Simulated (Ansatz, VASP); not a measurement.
## ScH5: VASP beside Ansatz

```
Sc H
1.0
     3.39443    0.00000    0.00000
    -1.69722    2.93967    0.00000
     0.00000    0.00000    3.98750
Sc H
1 5
Cartesian
  0.0000 0.0000 1.9938
  0.0000 1.9598 2.6670
  1.6972 0.9799 2.6670
  1.6972 0.9799 1.3205
  0.0000 1.9598 1.3205
  0.0000 0.0000 0.0000
```

Alike in both runs: functional PBE; k mesh 12 × 12 × 10; occupations gaussian, width 0.1 eV; no spin polarisation.

Ansatz relaxed the structure, and its values are those at the end. VASP's run is a single point on that final structure, the one shown.

```csv
,VASP,Ansatz
version,VASP 6.6.1,Ansatz 0.2.0
potentials or method,"VASP PAW PBE potentials, release 64 (Sc_sv, H), cutoff 520 eV","scalar-relativistic, plane waves, PAW"
valence electrons in the cell,16,16
```

Ansatz gave:

```
gap on the k mesh at the Fermi level (eV) : none
pressure (GPa)                            : 0.0
rms of the force components (eV/Å)        : 0.000
```

**Question.** Which values does VASP return?

**Answer.** gap on the k mesh at the Fermi level (eV): none; pressure (GPa): 0.1; rms of the force components (eV/Å): 0.006.

A gap of «none» marks a metal or a gap that the smearing closes. The functional is the same, so the differences come from potentials, cutoffs and numerics.
